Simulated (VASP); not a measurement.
**Pb: single point with PBE exchange alone**

Pb:

```xyz
1
Lattice="0.0000 2.4584 2.4584 2.4584 0.0000 2.4584 2.4584 2.4584 0.0000" Properties=species:S:1:pos:R:3 pbc="T T T"
Pb    0.0000    0.0000    0.0000
```

```json
{
  "Program": "VASP 6.6.1",
  "Task": "single point",
  "Functional": "PBE exchange alone",
  "Potentials or basis": "VASP PAW PBE potentials, release 64 (Pb_d)",
  "Cutoff": "520 eV",
  "k mesh": "9 × 9 × 9",
  "Occupations": "fermi-dirac, width 0.05 eV",
  "Spin": "no spin polarisation"
}
```

* Pressure: 12.9 GPa
* Band gap on the k mesh: zero (band 7 reaches 16.48 eV, above the bottom of band 8 at 7.51 eV)

Levels at points of the mesh, in eV from the Fermi level:
| k point | band 3 | band 4 | band 5 | band 6 | band 7 | band 8 | band 9 | band 10 | band 11 | band 12 |
| --- | --- | --- | --- | --- | --- | --- | --- | --- | --- | --- |
| (0.00, 0.00, 0.00) | -16.84 | -16.68 | -16.68 | -11.80 | 7.55 | 7.55 | 7.55 | 10.15 | 12.12 | 12.89 |

It took 24 s on 1 thread of Intel Xeon 8259CL, with other jobs on the host, peak memory 0.16 GiB.

Caveat: spin-orbit coupling is left out, which moves the levels of the heavy elements.
